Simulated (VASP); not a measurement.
# LiFeN (P-6m2) in VASP: a series of runs

The runs below take LiFeN through single point, with PBE.

All numbers are computed with VASP 6.6.1; they aren't measurements. Logs are shortened: lines on timing, memory, paths and dates and some standing lists are left out, and cuts for length are marked.

### Step 1. The cell of the first run

Symmetry: P-6m2, No. 187, hexagonal system. Conventional cell: a = 3.101 Å, b = 3.101 Å, c = 4.145 Å, α = 90.00°, β = 90.00°, γ = 120.00°. Li (site symmetry -6m2) has 2 N at 2.07 Å within 2.7 Å. Fe (site symmetry -6m2) has 3 N at 1.79 Å within 2.4 Å. Within 2.4 Å of N (site symmetry -6m2) lie 3 Fe at 1.79 Å and 2 Li at 2.07 Å.

### Step 2. Single point, PBE, collinear spin, ferromagnetic start

The input, INCAR:

```
SYSTEM = LiFeN
PREC = Accurate
ENCUT = 520
EDIFF = 1E-6
ISMEAR = 0
SIGMA = 0.2
LREAL = .False.
LASPH = .True.
NELM = 150
ALGO = Normal
ISIF = 2
LWAVE = .False.
LCHARG = .True.
ISPIN = 2
MAGMOM = 0 2.16 0.12
LORBIT = 11
NUPDOWN = 2.5
LMAXMIX = 4
GGA = PE
LELF = .True.
LVHAR = .True.
NBANDS = 19
```

The input, KPOINTS:

```
Automatic mesh
0
Gamma
  7 7 5
  0 0 0
```

The input, POSCAR:

```
LiFeN
1.0
    3.1006003500      0.0000000000      0.0000000000
   -1.5503001700      2.6851986700      0.0000000000
    0.0000000000      0.0000000000      4.1453390000
Li Fe N
1 1 1
Direct
    0.3333333264      0.6666666679      0.0000000000
    0.6666666685      0.3333333284      0.5000000000
    0.3333333264      0.6666666679      0.5000000000
```

Potentials or basis: VASP PAW PBE potentials, release 64 (Li_sv, Fe, N).

On the command line:

```console
$ cat potpaw_PBE.64/Li_sv/POTCAR potpaw_PBE.64/Fe/POTCAR potpaw_PBE.64/N/POTCAR > POTCAR
$ mpirun -np 1 vasp_std > vasp.out
```

OUTCAR:

```text
SYSTEM = LiFeN
   PREC = Accurate
   ENCUT = 520
   EDIFF = 1E-6
   ISMEAR = 0
   LREAL = .False.
   LASPH = .True.
   NELM = 150
   ISIF = 2
   ISPIN = 2
   LORBIT = 11
   NUPDOWN = 2.5
   GGA = PE

 ion  position               nearest neighbor table
   1  0.333  0.667  0.000-   3 2.07   3 2.07   2 2.74   2 2.74   2 2.74   2 2.74   2 2.74   2 2.74

   2  0.667  0.333  0.500-   3 1.79   3 1.79   3 1.79   1 2.74   1 2.74   1 2.74   1 2.74   1 2.74
                             1 2.74
   3  0.333  0.667  0.500-   2 1.79   2 1.79   2 1.79   1 2.07   1 2.07

  LATTYP: Found a hexagonal cell.
 ALAT       =     3.1006003500
 C/A-ratio  =     1.3369472141

  Lattice vectors:

 A1 = (   3.1006003500,   0.0000000000,   0.0000000000)
 A2 = (  -1.5503001700,   2.6851986700,   0.0000000000)
 A3 = (   0.0000000000,   0.0000000000,   4.1453390000)

Analysis of symmetry for initial positions (statically):
=====================================================================
 Subroutine PRICEL returns:
 Original cell was already a primitive cell.

 Routine SETGRP: Setting up the symmetry group for a
 hexagonal supercell.

 Subroutine GETGRP returns: Found 12 space group operations
 (whereof 12 operations were pure point group operations)
 out of a pool of 24 trial point group operations.

The static configuration has the point symmetry D_3h.

Analysis of symmetry for dynamics (positions and initial velocities):
=====================================================================
 Subroutine PRICEL returns:
 Original cell was already a primitive cell.

 Routine SETGRP: Setting up the symmetry group for a
 hexagonal supercell.

 Subroutine GETGRP returns: Found 12 space group operations
 (whereof 12 operations were pure point group operations)
 out of a pool of 24 trial point group operations.

The dynamic configuration has the point symmetry D_3h.

Analysis of structural, dynamic, and magnetic symmetry:
=====================================================================
 Subroutine PRICEL returns:
 Original cell was already a primitive cell.

 Routine SETGRP: Setting up the symmetry group for a
 hexagonal supercell.

 Subroutine GETGRP returns: Found 12 space group operations
 (whereof 12 operations were pure point group operations)
 out of a pool of 24 trial point group operations.
[... 124 lines left out ...]
  Fermi-wavevector in a.u.,A,eV,Ry     =   1.267031  2.394342 21.842368  1.605369
  Thomas-Fermi vector in A             =   2.400201
   LORBIT       =     11    0 simple, 1 ext, 2 COOP (PROOUT), +10 PAW based schemes
   GGA     = PE    functional components
   LHFCALC =     F    Hartree Fock is set to
   AEXX    =    0.0000 exact exchange contribution
   IVDW    =     0    specifies the selected vdW correction
   LEPSILON=     F    determine dielectric tensor
   LRPA    =     F    only Hartree local field effects (RPA)
 spin polarized calculation
 Gauss-broadening in eV      SIGMA  =   0.20
  energy-cutoff  :      520.00
  volume of cell :       34.51
 maximum number of plane-waves:       940
 NGX is ok and might be reduce to    24
   NGX = 11   NGY = 11   NGZ = 15

 number of electron      15.9999985 magnetization       2.4999960

 Free energy of the ion-electron system (eV)
  ---------------------------------------------------
  ext. energy  EPLUGINS =         0.00000000
  ---------------------------------------------------
  free energy    TOTEN  =       -18.68276097 eV

  energy without entropy =      -18.63696245  energy(sigma->0) =      -18.65986171

 E-fermi :   3.7608     XC(G=0): -10.2226

 val. band max:        4.0798718406   @ k =   0.2857   0.2857   0.0000
 cond. band min:       3.7680359180   @ k =   0.4286  -0.0000   0.4000
 fundamental gap:     -0.3118359226
 Fermi energy:         4.0912798352

 spin component 1

 k-point     1 :       0.0000    0.0000    0.0000
  band No.  band energies     occupation
      1     -41.9026      1.00000
      2     -12.2525      1.00000
      3      -2.7147      1.00000
      4      -2.7147      1.00000
      5      -0.9602      1.00000
      6       0.5548      1.00000
[... 504 lines left out ...]
      5      -0.7936      1.00000
      6       0.7843      1.00000
[... 11 lines left out ...]
     18      22.0663      0.00000
     19      22.9867      0.00000
 Fermi energy:         3.7607930847

 spin component 2

 k-point     1 :       0.0000    0.0000    0.0000
  band No.  band energies     occupation
      1     -41.9090      1.00000
      2     -11.9521      1.00000
      3      -1.7237      1.00000
      4      -1.7237      1.00000
      5      -0.5752      1.00000
      6       1.2781      1.00000
[... 505 lines left out ...]
      6       2.7041      1.00000
[... 11 lines left out ...]
     18      22.4048      0.00000
     19      23.4436      0.00000

------------------------ aborting loop because EDIFF is reached ----------------------------------------

  FORCE on cell =-STRESS in cart. coord.  units (eV):
  Direction    XX          YY          ZZ          XY          YZ          ZX
  --------------------------------------------------------------------------------------
  -------------------------------------------------------------------------------------
  Total        3.7942255      3.7942255     -0.1356814      0.0000000      0.0000000      0.0000000
  in kB      176.1373502    176.1373502     -6.2986665      0.0000003      0.0000000      0.0000000
  external PRESSURE =     115.3253446 kB  Pullay stress =       0.0000000 kB

 VOLUME and BASIS-vectors are now :
 -----------------------------------------------------------------------------
  energy-cutoff  :      520.00
  volume of cell :       34.51
      direct lattice vectors                 reciprocal lattice vectors
     3.100600350  0.000000000  0.000000000     0.322518186  0.186205961  0.000000000
    -1.550300170  2.685198670  0.000000000     0.000000000  0.372411923  0.000000000
     0.000000000  0.000000000  4.145339000     0.000000000  0.000000000  0.241234794

 POSITION                                       TOTAL-FORCE (eV/Angst)
 -----------------------------------------------------------------------------------
     -0.00000      1.79013      0.00000        -0.000000      0.000000      0.000000
      1.55030      0.89507      2.07267         0.000000      0.000000      0.000000
     -0.00000      1.79013      2.07267         0.000000      0.000000      0.000000
 -----------------------------------------------------------------------------------
    total drift:                                0.000024     -0.000003      0.000000

  FREE ENERGIE OF THE ION-ELECTRON SYSTEM (eV)
  ---------------------------------------------------
  free  energy   TOTEN  =       -18.6827609732 eV

  energy  without entropy=      -18.6369624452  energy(sigma->0) =      -18.65986171

 total charge

# of ion       s       p       d       tot
------------------------------------------
    1        2.028   0.068   0.000   2.096
    2        0.533   0.681   6.391   7.605
    3        1.266   2.496   0.000   3.762
--------------------------------------------------
tot          3.827   3.245   6.391  13.463

 magnetization (x)

# of ion       s       p       d       tot
------------------------------------------
    1       -0.001   0.000   0.000  -0.001
    2        0.046   0.079   2.164   2.289
    3        0.006   0.089   0.000   0.095
--------------------------------------------------
tot          0.051   0.168   2.164   2.383
```

OSZICAR:

```text
N       E                     dE             d eps       ncg     rms          rms(c)
DAV:   1     0.993802263889E+02    0.99380E+02   -0.68882E+03  1824   0.913E+02
DAV:   2    -0.124168267792E+02   -0.11180E+03   -0.99175E+02  1879   0.227E+02
DAV:   3    -0.230516722668E+02   -0.10635E+02   -0.10284E+02  2855   0.696E+01
DAV:   4    -0.238528946343E+02   -0.80122E+00   -0.78917E+00  2592   0.125E+01
DAV:   5    -0.238615828523E+02   -0.86882E-02   -0.86865E-02  2294   0.161E+00    0.257E+01
DAV:   6    -0.275833543577E+02   -0.37218E+01   -0.52809E+01  2123   0.108E+02    0.397E+01
DAV:   7    -0.186087128261E+02    0.89746E+01   -0.27419E+01  2137   0.818E+01    0.885E+00
DAV:   8    -0.187398441835E+02   -0.13113E+00   -0.11505E+00  2181   0.769E+00    0.433E+00
DAV:   9    -0.186862224522E+02    0.53622E-01   -0.76163E-02  2616   0.529E+00    0.140E+00
DAV:  10    -0.186834813601E+02    0.27411E-02   -0.22346E-02  2622   0.169E+00    0.397E-01
DAV:  11    -0.186826532312E+02    0.82813E-03   -0.20598E-03  2477   0.676E-01    0.135E-01
DAV:  12    -0.186827344399E+02   -0.81209E-04   -0.25268E-04  2413   0.125E-01    0.866E-02
DAV:  13    -0.186827640562E+02   -0.29616E-04   -0.66896E-05  2192   0.902E-02    0.372E-02
DAV:  14    -0.186827600086E+02    0.40477E-05   -0.13992E-05  2280   0.574E-02    0.930E-03
DAV:  15    -0.186827610446E+02   -0.10360E-05   -0.16211E-06  1966   0.100E-02    0.440E-03
DAV:  16    -0.186827609732E+02    0.71401E-07   -0.28450E-07  1306   0.422E-03
   1 F= -.18682761E+02 E0= -.18659862E+02  d E =-.457985E-01  mag=     2.5000
```

Run time: 23 s. Hardware: 1 thread of Intel Xeon Platinum 8488C (Sapphire Rapids), shared host; peak memory 0.17 GiB.

Results:

```yaml
Free_energy: -18.6828 eV
Net_moment: 2.50 μB per cell
Site_moments: Li -0.00; Fe +2.29; N +0.10 μB
Valence_electrons_inside_the_program's_atomic_spheres: Li 2.10; Fe 7.61; N 3.76
```

Caveat: the cutoff is under 1.25 times the usual one of these potentials, so pressure, stress and relaxed cells hold a basis-set (Pulay) error; the total moment is fixed, so each spin has its own Fermi level; a cell with one magnetic atom can't hold antiferromagnetic order, which such compounds often take.

### Step 3. Single point, PBE, collinear spin, ferromagnetic start

The input, INCAR:

```
PREC = Accurate
ENCUT = 520
EDIFF = 1E-6
ISMEAR = 0
SIGMA = 0.2
LREAL = False
LASPH = True
NELM = 150
ALGO = Normal
ISIF = 2
LWAVE = False
LCHARG = False
ISPIN = 2
MAGMOM = 0.01 2.8 0.23
LORBIT = 11
NUPDOWN = 3.4
LMAXMIX = 4
GGA = PE
NBANDS = 19
```

The input, KPOINTS:

```
regular mesh
0
Gamma
  7 7 5
```

POSCAR is that of step 2.

Potentials or basis: VASP PAW PBE potentials, release 64 (Li_sv, Fe, N).

On the command line:

```console
$ cat potpaw_PBE.64/Li_sv/POTCAR potpaw_PBE.64/Fe/POTCAR potpaw_PBE.64/N/POTCAR > POTCAR
$ mpirun -np 1 vasp_std > vasp.out
```

Wall time 23 s (1 thread of Intel Xeon Platinum 8488C (Sapphire Rapids), shared host); peak memory 0.17 GiB.

Results (log left out):

- Free energy: -18.2466 eV
- Net moment: 3.40 μB per cell
- Site moments: Li +0.00; Fe +3.00; N +0.20 μB
- Valence electrons inside the program's atomic spheres: Li 2.10; Fe 7.57; N 3.79

Caveat: the cutoff is under 1.25 times the usual one of these potentials, so pressure, stress and relaxed cells hold a basis-set (Pulay) error; the total moment is fixed, so each spin has its own Fermi level; a cell with one magnetic atom can't hold antiferromagnetic order, which such compounds often take.

### Step 4. Single point, PBE, collinear spin, ferromagnetic start

The input, INCAR:

```
SYSTEM = LiFeN
PREC = Accurate ; ENCUT = 520
EDIFF = 1E-6 ; ISMEAR = 0
SIGMA = 0.2 ; LREAL = .False.
LASPH = .True. ; NELM = 150
ALGO = Normal ; ISIF = 2
LWAVE = .False. ; LCHARG = .False.
ISPIN = 2 ; MAGMOM = 0.05 3.12 0.33
LORBIT = 11 ; NUPDOWN = 4.2
LMAXMIX = 4 ; GGA = PE
NBANDS = 19
```

The input, KPOINTS:

```
regular mesh
0
Gamma
  7 7 5
  0 0 0
```

POSCAR is that of step 3.

On the command line:

```console
$ cat potpaw_PBE.64/Li_sv/POTCAR potpaw_PBE.64/Fe/POTCAR potpaw_PBE.64/N/POTCAR > POTCAR
$ mpirun -np 1 vasp_std > vasp.out
```

Wall time 21 s (1 thread of Intel Xeon Platinum 8488C (Sapphire Rapids), shared host); peak memory 0.17 GiB.

The run converged. Its results:

```
Free energy                                           : -17.4264 eV
Net moment                                            : 4.20 μB per cell
Site moments                                          : Li +0.03; Fe +3.37; N +0.28 μB
Valence electrons inside the program's atomic spheres : Li 2.10; Fe 7.50; N 3.81
```

Caveat: the cutoff is under 1.25 times the usual one of these potentials, so pressure, stress and relaxed cells hold a basis-set (Pulay) error; the total moment is fixed, so each spin has its own Fermi level; a cell with one magnetic atom can't hold antiferromagnetic order, which such compounds often take.

### Step 5. Overview

```tsv
fixed moment (μB)	moment (μB)
2.5	2.50
3.4	3.40
4.2	4.20
```

Alike in all rows: task single point; level PBE; potentials or basis VASP PAW PBE potentials, release 64 (Li_sv, Fe, N); spin collinear, ferromagnetic start; cell as given; k mesh 7 × 7 × 5; cutoff (eV) 520; smearing gaussian 0.2 eV.

Caveats: the cutoff is under 1.25 times the usual one of these potentials, so pressure, stress and relaxed cells hold a basis-set (Pulay) error; the total moment is fixed, so each spin has its own Fermi level; a cell with one magnetic atom can't hold antiferromagnetic order, which such compounds often take.

Absolute energies hang on the potentials; compare differences alone.
